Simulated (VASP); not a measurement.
CdS (Hawleyite): single point with PBEsol

Crystal: CdS (Hawleyite).

```
Cd S
1.0
     0.00000    2.72117    2.72117
     2.72117    0.00000    2.72117
     2.72117    2.72117    0.00000
Cd S
1 1
Direct
  0.00000 0.00000 0.00000
  0.75000 0.75000 0.75000
```

```
Program             : VASP 6.6.1
Task                : single point
Functional          : PBEsol
Potentials or basis : VASP PAW PBE potentials, release 64 (Cd, S)
Cutoff              : 520 eV
k mesh              : 8 × 8 × 8
Occupations         : fermi-dirac, width 0.05 eV
Spin                : no spin polarisation
```

```yaml
Pressure: 20.9 GPa
Band_gap_on_the_k_mesh: 1.40 eV, direct
```

Levels at points of the mesh, in eV from the valence-band top:
| k point | band 5 | band 6 | band 7 | band 8 | band 9 | band 10 | band 11 | band 12 | band 13 | band 14 |
| --- | --- | --- | --- | --- | --- | --- | --- | --- | --- | --- |
| (0.00, 0.00, 0.00) | -7.99 | -7.99 | 0.00 | 0.00 | 0.00 | 1.40 | 6.26 | 6.26 | 6.26 | 11.71 |
| (0.50, 0.00, 0.00) | -7.92 | -7.39 | -5.97 | -1.13 | -1.13 | 3.09 | 6.80 | 6.80 | 7.83 | 11.60 |
| (0.50, 0.50, 0.00) | -7.82 | -7.32 | -5.03 | -2.78 | -2.78 | 2.95 | 4.28 | 10.10 | 11.90 | 11.90 |

Wall time 20 s on 1 thread of Intel(R) Xeon(R) Platinum 8488C (Sapphire Rapids), on a shared host, peak memory 0.17 GiB.

Caveat: the PAW data sets were made with another functional, which shifts forces and pressure a little. A hybrid or GW would open this gap; PBEsol tends to underestimate it.
